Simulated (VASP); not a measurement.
A run of VASP 6.6.1 is set up as follows.

The input INCAR:

```
SYSTEM = AlN
  ALGO = Normal
  EDIFF = 1E-7
  ENCUT = 520
  GGA = PE
  ISIF = 2
  ISMEAR = 0
  LASPH = .True.
  LCHARG = .True.
  LELF = .True.
  LREAL = .False.
  LVHAR = .True.
  LWAVE = .False.
  NBANDS = 11
  NELM = 80
  PREC = Accurate
  SIGMA = 0.01
```

File KPOINTS:

```
k-points
0
Gamma
  10 10 10
  0 0 0
```

Contents of POSCAR:

```
AlN
1.0
    0.0000000000      2.1382832594      2.1382832594
    2.1382832594      0.0000000000      2.1382832594
    2.1382832594      2.1382832594      0.0000000000
Al N
1 1
Direct
    0.0000000000      0.0000000000      0.0000000000
    0.7500000000      0.7500000000      0.7500000000
```

Potentials or basis: VASP PAW PBE potentials, release 64 (Al, N).

Command:

```sh
$ cat potpaw_PBE.64/Al/POTCAR potpaw_PBE.64/N/POTCAR > POTCAR
$ mpirun -np 1 vasp_std > vasp.out
```

**Question.** Predict the pressure.

**Answer.** 19.8 GPa.

**Question.** Estimate the band gap on the k mesh.

**Answer.** 3.35 eV, indirect (least direct gap 4.77 eV).

A k mesh can miss the band edges. A hybrid or GW would open this gap; PBE tends to underestimate it.
